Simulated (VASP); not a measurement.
# C (Cmme) in VASP: notebook

The runs below take C through single point, with LDA.

Program: VASP 6.6.1. These are calculated values, not measurements. Logs are shortened: lines on timing, memory, paths and dates and some standing lists are left out, and cuts for length are marked.

## 1. The cell of the first run

Symmetry: Cmme, No. 67, orthorhombic system. The conventional cell has a = 2.456 Å, b = 4.254 Å, c = 7.173 Å, α = 90.00°, β = 90.00°, γ = 90.00°. Within 1.9 Å of C (site symmetry m) lie 3 C at 1.42 Å.

## 2. Single point, LDA

INCAR

```
ALGO = Normal
EDIFF = 1E-6
ENCUT = 520
GGA = CA
ISIF = 2
ISMEAR = -1
LASPH = T
LCHARG = T
LELF = T
LREAL = F
LVHAR = T
LWAVE = F
NBANDS = 16
NELM = 100
PREC = Accurate
SIGMA = 0.02
```

KPOINTS

```
k-points
0
Gamma
  18 18 6
```

POSCAR

```
C
1.0
    1.2280479700     -2.1270618200      0.0000000000
    1.2280479700      2.1270618200      0.0000000000
    0.0000000000      0.0000000000      7.1732677600
C
4
Direct
    0.0833794600      0.9166205400      0.7531376000
    0.5833794600      0.4166205400      0.2468624000
    0.9166205400      0.0833794600      0.2468624000
    0.4166205400      0.5833794600      0.7531376000
```

Potentials or basis: VASP PAW LDA potentials, release 64 (C).

Started as:

```sh
$ cat potpaw_LDA.64/C/POTCAR > POTCAR
$ mpirun -np 1 vasp_std > vasp.out
```

OUTCAR:

```text
EDIFF = 1E-6
   ENCUT = 520
   GGA = CA
   ISIF = 2
   ISMEAR = -1
   LASPH = T
   LREAL = F
   NELM = 100
   PREC = Accurate

 ion  position               nearest neighbor table
   1  0.083  0.917  0.753-   4 1.42   4 1.42   4 1.42
   2  0.583  0.417  0.247-   3 1.42   3 1.42   3 1.42
   3  0.917  0.083  0.247-   2 1.42   2 1.42   2 1.42
   4  0.417  0.583  0.753-   1 1.42   1 1.42   1 1.42

  LATTYP: Found a hexagonal cell.
 ALAT       =     2.4561135566
 C/A-ratio  =     2.9205765918

  Lattice vectors:

 A1 = (   1.2280479700,  -2.1270618200,   0.0000000000)
 A2 = (   1.2280479700,   2.1270618200,   0.0000000000)
 A3 = (   0.0000000000,   0.0000000000,   7.1732677600)

Analysis of symmetry for initial positions (statically):
=====================================================================
 Subroutine PRICEL returns:
 Original cell was already a primitive cell.

 Routine SETGRP: Setting up the symmetry group for a
 hexagonal supercell.

 Subroutine GETGRP returns: Found  8 space group operations
 (whereof  4 operations were pure point group operations)
 out of a pool of 24 trial point group operations.

The static configuration has the point symmetry C_2h.
 The point group associated with its full space group is D_2h.

Analysis of symmetry for dynamics (positions and initial velocities):
=====================================================================
 Subroutine PRICEL returns:
 Original cell was already a primitive cell.

 Routine SETGRP: Setting up the symmetry group for a
 hexagonal supercell.

 Subroutine GETGRP returns: Found  8 space group operations
 (whereof  4 operations were pure point group operations)
 out of a pool of 24 trial point group operations.

The dynamic configuration has the point symmetry C_2h.
 The point group associated with its full space group is D_2h.

 Subroutine INISYM returns: Found  8 space group operations
 (whereof  4 operations are pure point group operations),
 and found     1 'primitive' translations

----------------------------------------------------------------------------------------

                                     Primitive cell

  volume of cell :      37.4751

  direct lattice vectors                    reciprocal lattice vectors
     1.228047970 -2.127061820  0.000000000     0.407150219 -0.235066041  0.000000000
     1.228047970  2.127061820  0.000000000     0.407150219  0.235066041  0.000000000
     0.000000000  0.000000000  7.173267760     0.000000000  0.000000000  0.139406479

  length of vectors
     2.456113557  2.456113557  7.173267760     0.470135453  0.470135453  0.139406479

  position of ions in fractional coordinates (direct lattice)
     0.083379460  0.916620540  0.753137600
     0.583379460  0.416620540  0.246862400
     0.916620540  0.083379460  0.246862400
     0.416620540  0.583379460  0.753137600

  ion indices of the primitive-cell ions
   primitive index   ion index
                 1           1
                 2           2
                 3           3
                 4           4

----------------------------------------------------------------------------------------

 KPOINTS: k-points

Automatic generation of k-mesh.
 Grid dimensions read from file:
 generate k-points for:   18   18    6

 Generating k-lattice:

  Cartesian coordinates                     Fractional coordinates (reciprocal lattice)
     0.022619457 -0.013059224  0.000000000     0.055555556  0.000000000  0.000000000
     0.022619457  0.013059224  0.000000000     0.000000000  0.055555556  0.000000000
     0.000000000  0.000000000  0.023234413     0.000000000  0.000000000  0.166666667

  Length of vectors
     0.026118636  0.026118636  0.023234413

  Shift w.r.t. Gamma in fractional coordinates (k-lattice)
     0.000000000  0.000000000  0.000000000

 Subroutine IBZKPT returns following result:
 ===========================================

 Found    364 irreducible k-points:

 Following reciprocal coordinates:
            Coordinates               Weight
  0.000000  0.000000  0.000000      1.000000
  0.055556  0.000000  0.000000      4.000000
 -0.055556  0.055556  0.000000      2.000000
  0.111111  0.000000  0.000000      4.000000
 -0.111111  0.111111  0.000000      2.000000
  0.166667  0.000000  0.000000      4.000000
[... 16 lines left out ...]
 -0.055556  0.166667  0.000000      4.000000
 -0.166667  0.111111  0.000000      4.000000
 [... further k-points ...]
   k-points           NKPTS =    364   k-points in BZ     NKDIM =    364   number of bands    NBANDS=     16
   number of dos      NEDOS =    301   number of ions     NIONS =      4
   total plane-waves  NPLWV =  17496
   dimension x,y,z NGX =    18 NGY =   18 NGZ =   54
   dimension x,y,z NGXF=    36 NGYF=   36 NGZF=  108
   ions per type =               4
   NGX,Y,Z   is equivalent  to a cutoff of  12.18, 12.18, 12.51 a.u.
   NGXF,Y,Z  is equivalent  to a cutoff of  24.37, 24.37, 25.03 a.u.
 SYSTEM =  unknown system
   PREC   = accura    normal or accurate (medium, high low for compatibility)
   ISTART =      0    job   : 0-new  1-cont  2-samecut
   ICHARG =      2    charge: 1-file 2-atom 10-const
   ISPIN  =      1    spin polarized calculation?
   LNONCOLLINEAR =      F non collinear calculations
   LSORBIT =      F    spin-orbit coupling
   LASPH  =      T    aspherical Exc in radial PAW
   ENCUT  =  520.0 eV  38.22 Ry    6.18 a.u.   4.57  4.57 13.34*2*pi/ulx,y,z
   NELM   =    100;   NELMIN=  2; NELMDL= -5     # of ELM steps
   EDIFF  = 0.1E-05   stopping-criterion for ELM
   LREAL  =      F    real-space projection
   EDIFFG = 0.1E-04   stopping-criterion for IOM
   NSW    =      0    number of steps for IOM
   IBRION =     -1    ionic relax: 0-MD 1-quasi-New 2-CG
   NFREE  =      0    steps in history (QN), initial steepest desc. (CG)
   ISIF   =      2    stress and relaxation
   ISYM   =      2    0-nonsym 1-usesym 2-fastsym
   POTIM  = 0.5000    time-step for ionic-motion
   TEBEG  =    0.0;   TEEND  =   0.0 temperature during run
   PSTRESS=    0.0 pullay stress
   NELECT =      16.0000    total number of electrons
   NUPDOWN=      -1.0000    fix difference up-down
   EMIN   =  10.00;   EMAX   =-10.00  energy-range for DOS
   EFERMI =   0.00;   METHOD = LEGACY
   ISMEAR =    -1;   SIGMA  =   0.02  broadening in eV -4-tet -1-fermi 0-gaus
   EFERMI_NEDOS =   21; number of points for ismear=-14 and -15
   IALGO  =     38    algorithm
   IMIX   =      4    mixing-type and parameters
     AMIX     =   0.40;   BMIX     =  1.00
     AMIX_MAG =   1.60;   BMIX_MAG =  1.00
  volume/ion in A,a.u.               =       9.37        63.22
  Fermi-wavevector in a.u.,A,eV,Ry     =   1.232728  2.329519 20.675669  1.519619
  Thomas-Fermi vector in A             =   2.367487
   LORBIT       =      0    0 simple, 1 ext, 2 COOP (PROOUT), +10 PAW based schemes
   GGA     = CA    functional components
   LHFCALC =     F    Hartree Fock is set to
   AEXX    =    0.0000 exact exchange contribution
   IVDW    =     0    specifies the selected vdW correction
   LEPSILON=     F    determine dielectric tensor
   LRPA    =     F    only Hartree local field effects (RPA)
 non-spin polarized calculation
  energy-cutoff  :      520.00
  volume of cell :       37.48
 maximum number of plane-waves:      1028
   NGX =  9   NGY =  9   NGZ = 27

 number of electron      15.9999996 magnetization

 Free energy of the ion-electron system (eV)
  ---------------------------------------------------
  ext. energy  EPLUGINS =         0.00000000
  ---------------------------------------------------
  free energy    TOTEN  =       -40.42778137 eV

  energy without entropy =      -40.42767671  energy(sigma->0) =      -40.42772904

 E-fermi :   4.0374     XC(G=0): -10.3387

 val. band max:        4.0247858006   @ k =   0.3333   0.3333   0.5000
 cond. band min:       4.0494690063   @ k =   0.3333   0.3333   0.5000
 fundamental gap:      0.0246832056
 Fermi energy:         4.0374035376

 k-point     1 :       0.0000    0.0000    0.0000
  band No.  band energies     occupation
      1     -15.4271      2.00000
      2     -15.2376      2.00000
      3      -4.3647      2.00000
      4      -2.9062      2.00000
      5       1.0196      2.00000
      6       1.0256      2.00000
[... 8 lines left out ...]
     15      15.4903      0.00000
     16      15.5718      0.00000

 k-point     2 :       0.0556    0.0000    0.0000
  band No.  band energies     occupation
      1     -15.3536      2.00000
      2     -15.1651      2.00000
      3      -4.2746      2.00000
      4      -2.8207      2.00000
      5       0.7333      2.00000
      6       0.7477      2.00000
[... 8 lines left out ...]
     15      15.2241      0.00000
     16      15.3285      0.00000

 k-point     3 :      -0.0556    0.0556    0.0000
  band No.  band energies     occupation
      1     -15.3536      2.00000
      2     -15.1652      2.00000
      3      -4.2747      2.00000
      4      -2.8205      2.00000
      5       0.7271      2.00000
      6       0.7368      2.00000
[... 8 lines left out ...]
     15      15.2467      0.00000
     16      15.3053      0.00000

 k-point     4 :       0.1111    0.0000    0.0000
  band No.  band energies     occupation
      1     -15.1335      2.00000
      2     -14.9478      2.00000
      3      -4.0049      2.00000
      4      -2.5652      2.00000
      5      -0.0734      2.00000
      6      -0.0494      2.00000
[... 8 lines left out ...]
     15      14.4660      0.00000
     16      14.6413      0.00000
[... 324 lines left out ...]
 k-point    22 :       0.1111    0.0556    0.0000
  band No.  band energies     occupation
      1     -14.9140      2.00000
      2     -14.7311      2.00000
      3      -3.7362      2.00000
      4      -2.3117      2.00000
      5      -0.7199      2.00000
      6      -0.6860      2.00000
[... 8 lines left out ...]
     15      14.1769      0.00000
     16      14.2260      0.00000

 k-point    23 :      -0.0556    0.1667    0.0000
  band No.  band energies     occupation
      1     -14.9140      2.00000
      2     -14.7312      2.00000
      3      -3.7368      2.00000
      4      -2.3109      2.00000
      5      -0.7170      2.00000
      6      -0.6988      2.00000
[... 8 lines left out ...]
     15      14.1642      0.00000
     16      14.2197      0.00000

 k-point    24 :      -0.1667    0.1111    0.0000
  band No.  band energies     occupation
      1     -14.9140      2.00000
      2     -14.7312      2.00000
      3      -3.7372      2.00000
      4      -2.3103      2.00000
      5      -0.7206      2.00000
      6      -0.7029      2.00000
[... 8 lines left out ...]
     15      14.1572      0.00000
     16      14.2172      0.00000

 [... further k-points ...]

------------------------ aborting loop because EDIFF is reached ----------------------------------------

  FORCE on cell =-STRESS in cart. coord.  units (eV):
  Direction    XX          YY          ZZ          XY          YZ          ZX
  --------------------------------------------------------------------------------------
  -------------------------------------------------------------------------------------
  Total       -0.9548941     -0.9920183     -0.2921078      0.0000000     -0.0000000      0.0000000
  in kB      -40.8247293    -42.4119041    -12.4885292      0.0000000     -0.0000000      0.0000000
  external PRESSURE =     -31.9083875 kB  Pullay stress =       0.0000000 kB

 VOLUME and BASIS-vectors are now :
 -----------------------------------------------------------------------------
  energy-cutoff  :      520.00
  volume of cell :       37.48
      direct lattice vectors                 reciprocal lattice vectors
     1.228047970 -2.127061820  0.000000000     0.407150219 -0.235066041  0.000000000
     1.228047970  2.127061820  0.000000000     0.407150219  0.235066041  0.000000000
     0.000000000  0.000000000  7.173267760     0.000000000  0.000000000  0.139406479

 POSITION                                       TOTAL-FORCE (eV/Angst)
 -----------------------------------------------------------------------------------
      1.22805      1.77236      5.40246         0.000000      0.026471     -0.002438
      1.22805     -0.35471      1.77081         0.000000      0.026471      0.002438
      1.22805     -1.77236      1.77081         0.000000     -0.026471      0.002438
      1.22805      0.35471      5.40246         0.000000     -0.026471     -0.002438
 -----------------------------------------------------------------------------------
    total drift:                                0.000000     -0.000000      0.000000

  FREE ENERGIE OF THE ION-ELECTRON SYSTEM (eV)
  ---------------------------------------------------
  free  energy   TOTEN  =       -40.4277813687 eV

  energy  without entropy=      -40.4276767094  energy(sigma->0) =      -40.42772904
```

Wall time 2 min (1 thread of Intel Xeon Platinum 8488C (Sapphire Rapids), shared host); peak memory 0.25 GiB.

What came out:

```
Free energy   : -40.4278 eV
Pressure      : -3.2 GPa
Largest force : 0.027 eV/Å
```

Forces on the atoms (eV/Å):
```
C    0.000  0.026 -0.002
C    0.000  0.026  0.002
C    0.000 -0.026  0.002
C    0.000 -0.026 -0.002
```

Caveat: the cell stands under tension.

## 3. Single point, LDA

INCAR

```
PREC = Accurate ; ENCUT = 520
EDIFF = 1E-6 ; ISMEAR = -1
SIGMA = 0.05 ; LREAL = False
LASPH = True ; NELM = 100
ALGO = Normal ; ISIF = 2
LWAVE = False ; LCHARG = False
NBANDS = 16
```

KPOINTS

```
Automatic mesh
0
Gamma
  18 18 6
```

POSCAR is that of step 2.

Potentials or basis: VASP PAW LDA potentials, release 64 (C).

Started as:

```sh
$ cat potpaw_LDA.64/C/POTCAR > POTCAR
$ mpirun -np 1 vasp_std > vasp.out
```

It took 1.9 min on 1 thread of Intel Xeon Platinum 8488C (Sapphire Rapids), shared host; peak memory 0.24 GiB.

It converged, with:

```
Free energy   : -40.4280 eV
Pressure      : -3.2 GPa
Largest force : 0.026 eV/Å
```

Forces on the atoms (eV/Å):
```
C    0.000  0.026 -0.003
C    0.000  0.026  0.003
C    0.000 -0.026  0.003
C    0.000 -0.026 -0.003
```

Stress tensor (GPa, compression positive):
```
-4.09  0.00  0.00
 0.00 -4.24  0.00
 0.00  0.00 -1.24
```

Caveat: the cell stands under tension.

## 4. Single point, LDA

INCAR

```
SYSTEM = C
  PREC = Accurate
  ENCUT = 520
  EDIFF = 1E-7
  ISMEAR = -1
  SIGMA = 0.1
  LREAL = .FALSE.
  LASPH = .TRUE.
  NELM = 60
  ALGO = Normal
  ISIF = 2
  LWAVE = .FALSE.
  LCHARG = .TRUE.
  GGA = CA
  LELF = .TRUE.
  LVHAR = .TRUE.
  NBANDS = 16
```

KPOINTS

```
Automatic mesh
0
G
  18 18 6
  0 0 0
```

POSCAR is that of step 3.

Potentials or basis: VASP PAW LDA potentials, release 64 (C).

Started as:

```sh
$ cat potpaw_LDA.64/C/POTCAR > POTCAR
$ mpirun -np 1 vasp_std > vasp.out
```

OUTCAR:

```text
SYSTEM = C
   PREC = Accurate
   ENCUT = 520
   EDIFF = 1E-7
   ISMEAR = -1
   LREAL = .FALSE.
   LASPH = .TRUE.
   NELM = 60
   ISIF = 2
   GGA = CA

 ion  position               nearest neighbor table
   1  0.083  0.917  0.753-   4 1.42   4 1.42   4 1.42
   2  0.583  0.417  0.247-   3 1.42   3 1.42   3 1.42
   3  0.917  0.083  0.247-   2 1.42   2 1.42   2 1.42
   4  0.417  0.583  0.753-   1 1.42   1 1.42   1 1.42

  LATTYP: Found a hexagonal cell.
 ALAT       =     2.4561135566
 C/A-ratio  =     2.9205765918

  Lattice vectors:

 A1 = (   1.2280479700,  -2.1270618200,   0.0000000000)
 A2 = (   1.2280479700,   2.1270618200,   0.0000000000)
 A3 = (   0.0000000000,   0.0000000000,   7.1732677600)

Analysis of symmetry for initial positions (statically):
=====================================================================
 Subroutine PRICEL returns:
 Original cell was already a primitive cell.

 Routine SETGRP: Setting up the symmetry group for a
 hexagonal supercell.

 Subroutine GETGRP returns: Found  8 space group operations
 (whereof  4 operations were pure point group operations)
[... 173 lines left out ...]
 fundamental gap:      0.0246935749
 Fermi energy:         4.0366161609

 k-point     1 :       0.0000    0.0000    0.0000
  band No.  band energies     occupation
      1     -15.4269      2.00000
      2     -15.2375      2.00000
      3      -4.3647      2.00000
      4      -2.9061      2.00000
      5       1.0199      2.00000
      6       1.0258      2.00000
[... 433 lines left out ...]
      3      -3.7371      2.00000
      4      -2.3102      2.00000
      5      -0.7204      2.00000
      6      -0.7027      2.00000
[... 8 lines left out ...]
     15      14.1574      0.00000
     16      14.2174      0.00000

 [... further k-points ...]

------------------------ aborting loop because EDIFF is reached ----------------------------------------

  FORCE on cell =-STRESS in cart. coord.  units (eV):
  Direction    XX          YY          ZZ          XY          YZ          ZX
  --------------------------------------------------------------------------------------
  -------------------------------------------------------------------------------------
  Total       -0.9560213     -0.9910342     -0.2868607      0.0000000     -0.0000000      0.0000000
  in kB      -40.8729207    -42.3698332    -12.2641993      0.0000000     -0.0000000      0.0000000
  external PRESSURE =     -31.8356510 kB  Pullay stress =       0.0000000 kB

 VOLUME and BASIS-vectors are now :
 -----------------------------------------------------------------------------
  energy-cutoff  :      520.00
  volume of cell :       37.48
      direct lattice vectors                 reciprocal lattice vectors
     1.228047970 -2.127061820  0.000000000     0.407150219 -0.235066041  0.000000000
     1.228047970  2.127061820  0.000000000     0.407150219  0.235066041  0.000000000
     0.000000000  0.000000000  7.173267760     0.000000000  0.000000000  0.139406479

 POSITION                                       TOTAL-FORCE (eV/Angst)
 -----------------------------------------------------------------------------------
      1.22805      1.77236      5.40246         0.000000      0.024412     -0.003096
      1.22805     -0.35471      1.77081         0.000000      0.024412      0.003096
      1.22805     -1.77236      1.77081         0.000000     -0.024412      0.003096
      1.22805      0.35471      5.40246         0.000000     -0.024412     -0.003096
 -----------------------------------------------------------------------------------
    total drift:                                0.000000     -0.000000      0.000000

  FREE ENERGIE OF THE ION-ELECTRON SYSTEM (eV)
  ---------------------------------------------------
  free  energy   TOTEN  =       -40.4289085615 eV

  energy  without entropy=      -40.4267258877  energy(sigma->0) =      -40.42781722
```

stdout:

```text
POSCAR found type information on POSCAR C
 POSCAR found :  1 types and       4 ions
 scaLAPACK will be used
 LDA part: xc-table for (Slater(with rela. corr.)+CA(PZ))
 , standard interpolation
 POSCAR, INCAR and KPOINTS ok, starting setup
 FFT: planning ... GRIDC
 FFT: planning ... GRID_SOFT
 FFT: planning ... GRID
 WAVECAR not read
 entering main loop
```

It took 4.7 min on 1 thread of Intel Xeon 8259CL, shared host; peak memory 0.25 GiB.

Results:

```
Free energy   : -40.4289 eV
Pressure      : -3.2 GPa
Largest force : 0.025 eV/Å
```

Forces on the atoms (eV/Å):
```
C    0.000  0.024 -0.003
C    0.000  0.024  0.003
C    0.000 -0.024  0.003
C    0.000 -0.024 -0.003
```

Caveat: the cell stands under tension.

## 5. Overview

```csv
smearing,pressure (GPa),largest force (eV/Å)
fermi-dirac 0.02 eV,-3.2,0.03
fermi-dirac 0.05 eV,-3.2,0.03
fermi-dirac 0.1 eV,-3.2,0.02
```

Alike in all rows: task single point; level LDA; potentials or basis VASP PAW LDA potentials, release 64 (C); no spin polarisation; cell as given; k mesh 18 × 18 × 6; cutoff (eV) 520.

Caveats: the cell stands under tension.

Absolute energies hang on the potentials; compare differences alone.
